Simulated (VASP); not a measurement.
Ru, 2 atoms in the cell. Symmetry: P6_3/mmc, No. 194, hexagonal system. The conventional cell has a = 2.824 Å, b = 2.824 Å, c = 4.039 Å, α = 90.00°, β = 90.00°, γ = 120.00°. Ru (site symmetry -6m2) has 12 Ru at 2.60 to 2.82 Å within 3.4 Å.  This cell differs from its parent crystal: strain +0.050 along x and y, -0.050 along z.

| Property | Result |
| --- | --- |
| Program | VASP 6.6.1 |
| Task | single point |
| Functional | PBEsol |
| Potentials or basis | VASP PAW PBE potentials, release 64 (Ru_pv) |
| Cutoff | 520 eV |
| k mesh | 24 × 24 × 14 |
| Occupations | gaussian, width 0.15 eV |
| Spin | no spin polarisation |
| Dipole correction | no |
| Further INCAR settings | ALGO = Fast; EDIFF = 1e-07; NBANDS = 21 |

Potentials or basis: VASP PAW PBE potentials, release 64 (Ru_pv).

The run is started by

```bash
$ cat potpaw_PBE.64/Ru_pv/POTCAR > POTCAR
$ mpirun -np 1 vasp_std > vasp.out
```

Hardware: 1 thread of Intel(R) Xeon(R) 6975P-C (Granite Rapids) (shared host).

Task: How long does it take, and how much memory?

Result: Run time: 3.5 min on 1 thread of Intel(R) Xeon(R) 6975P-C (Granite Rapids), on a shared host, peak memory 0.32 GiB. Counts: scf iterations 14, k points 488.
